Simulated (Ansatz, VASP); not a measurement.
## C in VASP and in Ansatz

File INCAR:

```
  ALGO = Normal
  EDIFF = 1E-6
  ENCUT = 520
  GGA = PS
  ISIF = 2
  ISMEAR = 0
  LASPH = True
  LCHARG = False
  LREAL = False
  LWAVE = False
  NBANDS = 11
  NELM = 60
  PREC = Accurate
  SIGMA = 0.05
```

KPOINTS

```
k-points
0
Gamma
  15 15 15
```

Contents of POSCAR:

```
C
1.0
    1.1666250292      0.6735512746      3.1796602974
   -1.1666250292      0.6735512746      3.1796602974
    0.0000000000     -1.3471025493      3.1796602974
C
2
Direct
    0.1640000000      0.1640000000      0.1640000000
    0.8360000000      0.8360000000      0.8360000000
```

Input for Ansatz:

```yaml
crystal:
  lattice:
    - [1.1666250292, 0.6735512746, 3.1796602974]
    - [-1.1666250292, 0.6735512746, 3.1796602974]
    - [0.0, -1.3471025493, 3.1796602974]
  atoms:
    - { symbol: C, position: [0.164, 0.164, 0.164] }
    - { symbol: C, position: [0.836, 0.836, 0.836] }
basis:
  ecutwfc: 420
kpoints:
  mp_grid: { grid: [15, 15, 15] }
hamiltonian:
  xc: pbesol
scf:
  occupations: { method: gaussian, width: 0.05 }
output:
  forces: true
  stress: true
  eigenvalues: true
```

Change from the starting cell: strain -0.050 along x and y, -0.050 along z, atoms carried along.

Alike in both runs: task single point; functional PBEsol; k mesh 15 × 15 × 15; occupations gaussian, width 0.05 eV; no spin polarisation.

|  | VASP | Ansatz |
| --- | --- | --- |
| version | VASP 6.6.1 | Ansatz 0.2.0 |
| potentials or method | VASP PAW PBE potentials, release 64 (C), cutoff 520 eV | scalar-relativistic, plane waves, PAW |
| valence electrons in the cell | 8 | 8 |

|  | VASP | Ansatz | Ansatz less VASP |
| --- | --- | --- | --- |
| gap on the k mesh at the Fermi level (eV) | 0.95 | 0.95 | -0.001 |
| least direct gap on the mesh (eV) | 0.95 | 0.95 | -0.001 |
| pressure (GPa) | 59.5 | 58.7 | -0.81 |
| traceless stress, the component that is largest in VASP (GPa) | -56.81 | -55.92 | +0.890 |
| rms of the force components (eV/Å) | 0.426 | 0.428 | +0.0019 |

VASP's potentials were made for PBE, not for PBEsol. Atom by atom the forces differ by 0.002 eV/Å (rms over components). Both programs put the cell under a high pressure, so it lies far from rest at this level.
